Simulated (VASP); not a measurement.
# ZnS (Cm) in VASP: notebook

The runs below take ZnS through single point, with r2SCAN.

Program: VASP 6.6.1. These are calculated values, not measurements. Logs are shortened: lines on timing, memory, paths and dates and some standing lists are left out, and cuts for length are marked.

## (1) The cell of the first run

Symmetry: Cm, No. 8, monoclinic system. Conventional cell: a = 6.601 Å, b = 3.811 Å, c = 6.234 Å, α = 90.00°, β = 90.00°, γ = 90.00°. Within 2.8 Å of Zn (site symmetry m) lie 4 S at 2.08 to 2.49 Å. Zn (site symmetry m) has 4 S at 2.23 to 2.61 Å within 2.9 Å. S (site symmetry m) has 4 Zn at 2.23 to 2.61 Å within 2.9 Å. Within 2.8 Å of S (site symmetry m) lie 4 Zn at 2.08 to 2.49 Å.

## (2) Single point, r2SCAN

POSCAR reads:

```
ZnS
1.0
    3.8109987816      0.0000000000      0.0000000000
   -1.9054993908      3.3004217586      0.0000000000
    0.0000000000      0.0000000000      6.2340000000
Zn S
2 2
Direct
    0.3333333333      0.6666666667      0.0000000000
    0.6666666667      0.3333333333      0.5000000000
    0.4197589053      0.7098794526      0.3700915888
    0.7530922386      0.3765461193      0.8700915888
```

INCAR.step1 reads:

```
SYSTEM = ZnS
ALGO     = Normal         ! electronic algorithm
EDIFF    = 1E-4           ! SCF threshold, eV
ENCUT    = 520            ! plane-wave cutoff, eV
GGA      = PE             ! functional
ISMEAR   = 0              ! smearing method
LASPH    = .TRUE.         ! aspherical terms in the spheres
LCHARG   = .FALSE.        ! write CHGCAR
LREAL    = .FALSE.        ! projectors in reciprocal space
LWAVE    = .TRUE.         ! write WAVECAR
NBANDS   = 26             ! bands
NELM     = 60             ! most SCF steps
PREC     = Accurate       ! precision mode
SIGMA    = 0.05           ! smearing width, eV
```

INCAR.step2 reads:

```
SYSTEM = ZnS
ALGO     = Normal         ! electronic algorithm
EDIFF    = 1E-6           ! SCF threshold, eV
ENCUT    = 520            ! plane-wave cutoff, eV
ISIF     = 2              ! what is computed and relaxed
ISMEAR   = 0              ! smearing method
ISTART   = 1            
LASPH    = .TRUE.         ! aspherical terms in the spheres
LCHARG   = .FALSE.        ! write CHGCAR
LMIXTAU  = .TRUE.       
LREAL    = .FALSE.        ! projectors in reciprocal space
LWAVE    = .FALSE.        ! write WAVECAR
METAGGA  = R2SCAN         ! meta-GGA
NBANDS   = 26             ! bands
NELM     = 60             ! most SCF steps
PREC     = Accurate       ! precision mode
SIGMA    = 0.05           ! smearing width, eV
```

KPOINTS reads:

```
k-points
0
G
  6 6 4
  0 0 0
```

Potentials or basis: VASP PAW PBE potentials, release 64 (Zn, S).

On the command line:

```
cat potpaw_PBE.64/Zn/POTCAR potpaw_PBE.64/S/POTCAR > POTCAR
cp INCAR.step1 INCAR
mpirun -np 1 vasp_std > vasp.out
cp INCAR.step2 INCAR
mpirun -np 1 vasp_std > vasp.out
```

OUTCAR:

```text
SYSTEM = ZnS
   EDIFF = 1E-6
   ENCUT = 520
   ISIF = 2
   ISMEAR = 0
   ISTART = 1
   LASPH = .TRUE.
   LREAL = .FALSE.
   METAGGA = R2SCAN
   NELM = 60
   PREC = Accurate

 ion  position               nearest neighbor table
   1  0.333  0.667  0.000-   4 2.08   3 2.32   4 2.49   4 2.49
   2  0.667  0.333  0.500-   3 2.23   3 2.23   4 2.32   3 2.61
   3  0.420  0.710  0.370-   2 2.23   2 2.23   1 2.32   2 2.61
   4  0.753  0.377  0.870-   1 2.08   2 2.32   1 2.49   1 2.49

  LATTYP: Found a hexagonal cell.
 ALAT       =     3.8109987816
 C/A-ratio  =     1.6357916539

  Lattice vectors:

 A1 = (   3.8109987816,   0.0000000000,   0.0000000000)
 A2 = (  -1.9054993908,   3.3004217586,   0.0000000000)
 A3 = (   0.0000000000,   0.0000000000,   6.2340000000)

Analysis of symmetry for initial positions (statically):
=====================================================================
 Subroutine PRICEL returns:
 Original cell was already a primitive cell.

 Routine SETGRP: Setting up the symmetry group for a
 hexagonal supercell.

 Subroutine GETGRP returns: Found  2 space group operations
 (whereof  2 operations were pure point group operations)
 out of a pool of 24 trial point group operations.

The static configuration has the point symmetry C_1h.

Analysis of symmetry for dynamics (positions and initial velocities):
=====================================================================
 Subroutine PRICEL returns:
 Original cell was already a primitive cell.

 Routine SETGRP: Setting up the symmetry group for a
 hexagonal supercell.

 Subroutine GETGRP returns: Found  2 space group operations
 (whereof  2 operations were pure point group operations)
 out of a pool of 24 trial point group operations.

The dynamic configuration has the point symmetry C_1h.

 Subroutine INISYM returns: Found  2 space group operations
 (whereof  2 operations are pure point group operations),
 and found     1 'primitive' translations

----------------------------------------------------------------------------------------

                                     Primitive cell

  volume of cell :      78.4106

  direct lattice vectors                    reciprocal lattice vectors
     3.810998782  0.000000000  0.000000000     0.262398405  0.151495789  0.000000000
    -1.905499391  3.300421759  0.000000000     0.000000000  0.302991579  0.000000000
     0.000000000  0.000000000  6.234000000     0.000000000  0.000000000  0.160410651

  length of vectors
     3.810998782  3.810998782  6.234000000     0.302991579  0.302991579  0.160410651

  position of ions in fractional coordinates (direct lattice)
     0.333333333  0.666666667  0.000000000
     0.666666667  0.333333333  0.500000000
     0.419758905  0.709879453  0.370091589
     0.753092239  0.376546119  0.870091589

  ion indices of the primitive-cell ions
   primitive index   ion index
                 1           1
                 2           2
                 3           3
                 4           4

----------------------------------------------------------------------------------------

 KPOINTS: k-points

Automatic generation of k-mesh.
 Grid dimensions read from file:
 generate k-points for:    6    6    4

 Generating k-lattice:

  Cartesian coordinates                     Fractional coordinates (reciprocal lattice)
     0.043733067  0.025249298  0.000000000     0.166666667  0.000000000  0.000000000
     0.000000000  0.050498596  0.000000000     0.000000000  0.166666667  0.000000000
     0.000000000  0.000000000  0.040102663     0.000000000  0.000000000  0.250000000

  Length of vectors
     0.050498596  0.050498596  0.040102663

  Shift w.r.t. Gamma in fractional coordinates (k-lattice)
     0.000000000  0.000000000  0.000000000

 Subroutine IBZKPT returns following result:
 ===========================================

 Found     47 irreducible k-points:

 Following reciprocal coordinates:
            Coordinates               Weight
  0.000000  0.000000  0.000000      1.000000
  0.166667  0.000000  0.000000      2.000000
  0.000000  0.166667  0.000000      4.000000
  0.333333  0.000000  0.000000      2.000000
  0.000000  0.333333  0.000000      4.000000
  0.500000  0.000000  0.000000      1.000000
[... 16 lines left out ...]
  0.500000  0.000000  0.250000      2.000000
  0.000000  0.500000  0.250000      4.000000
 [... further k-points ...]
   k-points           NKPTS =     47   k-points in BZ     NKDIM =     47   number of bands    NBANDS=     26
   number of dos      NEDOS =    301   number of ions     NIONS =      4
   total plane-waves  NPLWV =  37632
   dimension x,y,z NGX =    28 NGY =   28 NGZ =   48
   dimension x,y,z NGXF=    56 NGYF=   56 NGZF=   96
   ions per type =               2   2
   NGX,Y,Z   is equivalent  to a cutoff of  12.21, 12.21, 12.80 a.u.
   NGXF,Y,Z  is equivalent  to a cutoff of  24.43, 24.43, 25.60 a.u.
 SYSTEM =  ZnS
   PREC   = accura    normal or accurate (medium, high low for compatibility)
   ISTART =      1    job   : 0-new  1-cont  2-samecut
   ICHARG =      0    charge: 1-file 2-atom 10-const
   ISPIN  =      1    spin polarized calculation?
   LNONCOLLINEAR =      F non collinear calculations
   LSORBIT =      F    spin-orbit coupling
   LASPH  =      T    aspherical Exc in radial PAW
   ENCUT  =  520.0 eV  38.22 Ry    6.18 a.u.   7.09  7.09 11.59*2*pi/ulx,y,z
   NELM   =     60;   NELMIN=  2; NELMDL=  0     # of ELM steps
   EDIFF  = 0.1E-05   stopping-criterion for ELM
   LREAL  =      F    real-space projection
   EDIFFG = 0.1E-04   stopping-criterion for IOM
   NSW    =      0    number of steps for IOM
   IBRION =     -1    ionic relax: 0-MD 1-quasi-New 2-CG
   NFREE  =      0    steps in history (QN), initial steepest desc. (CG)
   ISIF   =      2    stress and relaxation
   ISYM   =      2    0-nonsym 1-usesym 2-fastsym
   POTIM  = 0.5000    time-step for ionic-motion
   TEBEG  =    0.0;   TEEND  =   0.0 temperature during run
   PSTRESS=    0.0 pullay stress
   NELECT =      36.0000    total number of electrons
   NUPDOWN=      -1.0000    fix difference up-down
   EMIN   =  10.00;   EMAX   =-10.00  energy-range for DOS
   EFERMI =   0.00;   METHOD = LEGACY
   ISMEAR =     0;   SIGMA  =   0.05  broadening in eV -4-tet -1-fermi 0-gaus
   EFERMI_NEDOS =   21; number of points for ismear=-14 and -15
   IALGO  =     38    algorithm
   IMIX   =      4    mixing-type and parameters
     AMIX     =   0.40;   BMIX     =  1.00
     AMIX_MAG =   1.60;   BMIX_MAG =  1.00
  volume/ion in A,a.u.               =      19.60       132.29
  Fermi-wavevector in a.u.,A,eV,Ry     =   1.262944  2.386617 21.701656  1.595027
  Thomas-Fermi vector in A             =   2.396326
   LORBIT       =      0    0 simple, 1 ext, 2 COOP (PROOUT), +10 PAW based schemes
   METAGGA = R2SCAN    functional components
   LHFCALC =     F    Hartree Fock is set to
   AEXX    =    0.0000 exact exchange contribution
   IVDW    =     0    specifies the selected vdW correction
   LEPSILON=     F    determine dielectric tensor
   LRPA    =     F    only Hartree local field effects (RPA)
 non-spin polarized calculation
 Gauss-broadening in eV      SIGMA  =   0.05
  energy-cutoff  :      520.00
  volume of cell :       78.41
 maximum number of plane-waves:      2133
   NGX = 15   NGY = 15   NGZ = 23

 number of electron      35.9999975 magnetization

 Free energy of the ion-electron system (eV)
  ---------------------------------------------------
  ext. energy  EPLUGINS =         0.00000000
  ---------------------------------------------------
  free energy    TOTEN  =       -37.22594279 eV

  energy without entropy =      -37.22594279  energy(sigma->0) =      -37.22594279

 E-fermi :   2.2159     XC(G=0): -10.3005

 val. band max:        1.9871988666   @ k =   0.0000   0.0000   0.0000
 cond. band min:       4.7212689796   @ k =   0.0000   0.0000   0.0000
 fundamental gap:      2.7340701131
 Fermi energy:         2.2159065546

 k-point     1 :       0.0000    0.0000    0.0000
  band No.  band energies     occupation
      1     -11.9116      2.00000
      2     -10.9441      2.00000
      3      -4.9522      2.00000
      4      -4.7934      2.00000
      5      -4.7864      2.00000
      6      -4.6097      2.00000
[... 18 lines left out ...]
     25      10.5168      0.00000
     26      11.7083      0.00000

 k-point     2 :       0.1667    0.0000    0.0000
  band No.  band energies     occupation
      1     -11.7272      2.00000
      2     -10.8506      2.00000
      3      -4.9299      2.00000
      4      -4.7767      2.00000
      5      -4.7696      2.00000
      6      -4.5475      2.00000
[... 18 lines left out ...]
     25      10.7121      0.00000
     26      11.0588      0.00000

 k-point     3 :       0.0000    0.1667    0.0000
  band No.  band energies     occupation
      1     -11.7265      2.00000
      2     -10.8445      2.00000
      3      -4.9299      2.00000
      4      -4.8047      2.00000
      5      -4.7260      2.00000
      6      -4.6008      2.00000
[... 18 lines left out ...]
     25      10.6011      0.00000
     26      11.2081      0.00000

 k-point     4 :       0.3333    0.0000    0.0000
  band No.  band energies     occupation
      1     -11.2843      2.00000
      2     -10.6896      2.00000
      3      -4.8451      2.00000
      4      -4.7508      2.00000
      5      -4.7313      2.00000
      6      -4.5245      2.00000
[... 18 lines left out ...]
     25      11.3460      0.00000
     26      12.4710      0.00000

 k-point     5 :       0.0000    0.3333    0.0000
  band No.  band energies     occupation
      1     -11.2850      2.00000
      2     -10.6656      2.00000
      3      -4.8789      2.00000
      4      -4.7408      2.00000
      5      -4.6696      2.00000
      6      -4.5452      2.00000
[... 18 lines left out ...]
     25      11.2238      0.00000
     26      12.2119      0.00000

 k-point     6 :       0.5000    0.0000    0.0000
  band No.  band energies     occupation
      1     -10.9732      2.00000
      2     -10.6701      2.00000
      3      -4.7529      2.00000
      4      -4.7419      2.00000
      5      -4.7067      2.00000
      6      -4.5269      2.00000
[... 427 lines left out ...]
 k-point    21 :      -0.3333    0.3333    0.2500
  band No.  band energies     occupation
      1     -11.2117      2.00000
      2     -10.7446      2.00000
      3      -4.8847      2.00000
      4      -4.7672      2.00000
      5      -4.6755      2.00000
      6      -4.5767      2.00000
[... 18 lines left out ...]
     25      11.3579      0.00000
     26      12.3563      0.00000

 k-point    22 :      -0.3333    0.0000    0.2500
  band No.  band energies     occupation
      1     -11.2250      2.00000
      2     -10.7505      2.00000
      3      -4.8334      2.00000
      4      -4.7760      2.00000
      5      -4.7377      2.00000
      6      -4.5509      2.00000
[... 18 lines left out ...]
     25      11.3760      0.00000
     26      12.1893      0.00000

 k-point    23 :       0.5000    0.0000    0.2500
  band No.  band energies     occupation
      1     -10.9322      2.00000
      2     -10.7011      2.00000
      3      -4.8081      2.00000
      4      -4.7290      2.00000
      5      -4.6913      2.00000
      6      -4.5269      2.00000
[... 18 lines left out ...]
     25      12.3771      0.00000
     26      13.2315      0.00000

 k-point    24 :       0.0000    0.5000    0.2500
  band No.  band energies     occupation
      1     -10.9357      2.00000
      2     -10.6662      2.00000
      3      -4.8633      2.00000
      4      -4.7374      2.00000
      5      -4.6026      2.00000
      6      -4.5359      2.00000
[... 18 lines left out ...]
     25      12.3706      0.00000
     26      13.4404      0.00000

 [... further k-points ...]

------------------------ aborting loop because EDIFF is reached ----------------------------------------

  FORCE on cell =-STRESS in cart. coord.  units (eV):
  Direction    XX          YY          ZZ          XY          YZ          ZX
  --------------------------------------------------------------------------------------
  -------------------------------------------------------------------------------------
  Total        2.1875865      1.1911946      0.7976196      0.8629007      1.1859144      2.0541023
  in kB       44.6993048     24.3398702     16.2978888     17.6317876     24.2319783     41.9718012
  external PRESSURE =      28.4456879 kB  Pullay stress =       0.0000000 kB

 VOLUME and BASIS-vectors are now :
 -----------------------------------------------------------------------------
  energy-cutoff  :      520.00
  volume of cell :       78.41
      direct lattice vectors                 reciprocal lattice vectors
     3.810998782  0.000000000  0.000000000     0.262398405  0.151495789  0.000000000
    -1.905499391  3.300421759  0.000000000     0.000000000  0.302991579  0.000000000
     0.000000000  0.000000000  6.234000000     0.000000000  0.000000000  0.160410651

 POSITION                                       TOTAL-FORCE (eV/Angst)
 -----------------------------------------------------------------------------------
     -0.00000      2.20028      0.00000         2.260614      1.305166      0.571711
      1.90550      1.10014      3.11700         0.915014      0.528284      0.240353
      0.24703      2.34290      2.30715        -0.859902     -0.496464     -0.260785
      2.15253      1.24276      5.42415        -2.315726     -1.336985     -0.551279
 -----------------------------------------------------------------------------------
    total drift:                               -0.000420      0.000014     -0.020934

  FREE ENERGIE OF THE ION-ELECTRON SYSTEM (eV)
  ---------------------------------------------------
  free  energy   TOTEN  =       -37.2259427898 eV

  energy  without entropy=      -37.2259427898  energy(sigma->0) =      -37.22594279
```

Run time: 2 min. Hardware: 1 thread of Intel Xeon 6975P-C (Granite Rapids), shared host; peak memory 0.24 GiB.

What came out:

```yaml
Free_energy: -37.2259 eV
Pressure: 2.8 GPa
Largest_force: 2.730 eV/Å
Band_gap_on_the_k_mesh: 2.73 eV, direct
```

Forces in eV/Å, atoms in the order of the input:
```
Zn   2.261  1.305  0.572
Zn   0.915  0.528  0.240
S   -0.860 -0.496 -0.261
S   -2.316 -1.337 -0.551
```

Levels at points of the mesh, in eV from the valence-band top:
```
           k point  band 15  band 16  band 17  band 18  band 19  band 20  band 21  band 22
(0.00, 0.00, 0.00)    -1.11    -0.22    -0.01     0.00     2.73     3.56     6.64     6.76
(0.50, 0.00, 0.00)    -3.36    -2.42    -1.89    -0.95     3.81     4.86     5.35     7.20
(0.00, 0.50, 0.00)    -3.50    -2.18    -1.98    -0.78     3.80     4.72     5.16     7.29
(0.00, 0.00, 0.50)    -0.99    -0.90    -0.25    -0.20     4.07     4.11     6.58     6.62
(0.50, 0.00, 0.50)    -1.90    -1.85    -1.63    -1.58     3.44     4.28     5.09     6.14
(0.00, 0.50, 0.50)    -2.11    -2.05    -1.38    -1.31     3.61     4.04     5.25     5.75
```

Caveat: the cell differs from its parent crystal (all S atoms moved -0.300 Å, as atom 3 towards its neighbour atom 2 (Zn) at 2.314 Å); the PAW data sets were made with another functional, which shifts forces and pressure a little.

## (3) Single point, r2SCAN

POSCAR: that of step 2 with these lines changed.

```diff
@@ -10,3 +10,3 @@
     0.6666666667      0.3333333333      0.5000000000
-    0.4197589053      0.7098794526      0.3700915888
-    0.7530922386      0.3765461193      0.8700915888
+    0.2685141544      0.6342570772      0.3961813084
+    0.6018474877      0.3009237439      0.8961813084
```

INCAR.step1 reads:

```
PREC     = Accurate       # precision mode
ENCUT    = 520            # plane-wave cutoff, eV
ISMEAR   = 0              # smearing method
SIGMA    = 0.05           # smearing width, eV
LREAL    = F              # projectors in reciprocal space
LASPH    = T              # aspherical terms in the spheres
NELM     = 60             # most SCF steps
NBANDS   = 26             # bands
GGA      = PE             # functional
ALGO     = Normal         # electronic algorithm
EDIFF    = 1E-4           # SCF threshold, eV
LWAVE    = T              # write WAVECAR
LCHARG   = F              # write CHGCAR
```

INCAR.step2 reads:

```
PREC     = Accurate       # precision mode
ENCUT    = 520            # plane-wave cutoff, eV
EDIFF    = 1E-7           # SCF threshold, eV
ISMEAR   = 0              # smearing method
SIGMA    = 0.05           # smearing width, eV
LREAL    = F              # projectors in reciprocal space
LASPH    = T              # aspherical terms in the spheres
NELM     = 60             # most SCF steps
ALGO     = Normal         # electronic algorithm
ISIF     = 2              # what is computed and relaxed
LWAVE    = F              # write WAVECAR
LCHARG   = T              # write CHGCAR
METAGGA  = R2SCAN         # meta-GGA
LMIXTAU  = T            
LELF     = T              # ELF
LVHAR    = T            
NBANDS   = 26             # bands
ISTART   = 1
```

KPOINTS reads:

```
regular mesh
0
Gamma
  6 6 4
```

Potentials or basis: VASP PAW PBE potentials, release 64 (Zn, S).

On the command line:

```
cat potpaw_PBE.64/Zn/POTCAR potpaw_PBE.64/S/POTCAR > POTCAR
cp INCAR.step1 INCAR
mpirun -np 1 vasp_std > vasp.out
cp INCAR.step2 INCAR
mpirun -np 1 vasp_std > vasp.out
```

It took 2.3 min on 1 thread of Intel Xeon 6975P-C (Granite Rapids), shared host; peak memory 0.25 GiB.

The run converged. Its results:

| Property | Result |
| --- | --- |
| Free energy | -37.2662 eV |
| Pressure | 2.7 GPa |
| Largest force | 2.585 eV/Å |
| Band gap on the k mesh | 2.80 eV, direct |

Forces in eV/Å, atoms in the order of the input:
```
Zn  -1.041 -0.601  0.800
Zn  -2.062 -1.190  0.944
S    2.086  1.204 -0.937
S    1.017  0.587 -0.807
```

Stress tensor (GPa, compression positive):
```
 5.53  1.27 -3.17
 1.27  4.06 -1.83
-3.17 -1.83 -1.36
```

Levels at points of the mesh, in eV from the valence-band top:
```tsv
k point	band 14	band 15	band 16	band 17	band 18	band 19	band 20	band 21	band 22	band 23
(0.00, 0.00, 0.00)	-1.05	-1.02	-0.08	-0.04	0.00	2.80	3.34	6.59	6.66	7.07
(0.50, 0.00, 0.00)	-4.25	-3.13	-2.43	-1.56	-1.22	3.76	4.79	5.47	7.76	7.87
(0.00, 0.50, 0.00)	-4.40	-3.20	-2.26	-1.67	-1.02	3.76	4.69	5.35	7.78	7.86
(0.00, 0.00, 0.50)	-2.77	-0.89	-0.85	-0.24	-0.22	3.93	3.95	6.61	6.66	7.23
(0.50, 0.00, 0.50)	-4.73	-1.93	-1.80	-1.71	-1.35	3.63	4.36	5.00	5.82	9.52
(0.00, 0.50, 0.50)	-4.91	-1.95	-1.90	-1.46	-1.33	3.78	4.15	5.15	5.55	9.65
```

Caveat: the cell differs from its parent crystal (all S atoms moved +0.225 Å, as atom 3 towards its neighbour atom 2 (Zn) at 2.314 Å); the PAW data sets were made with another functional, which shifts forces and pressure a little.
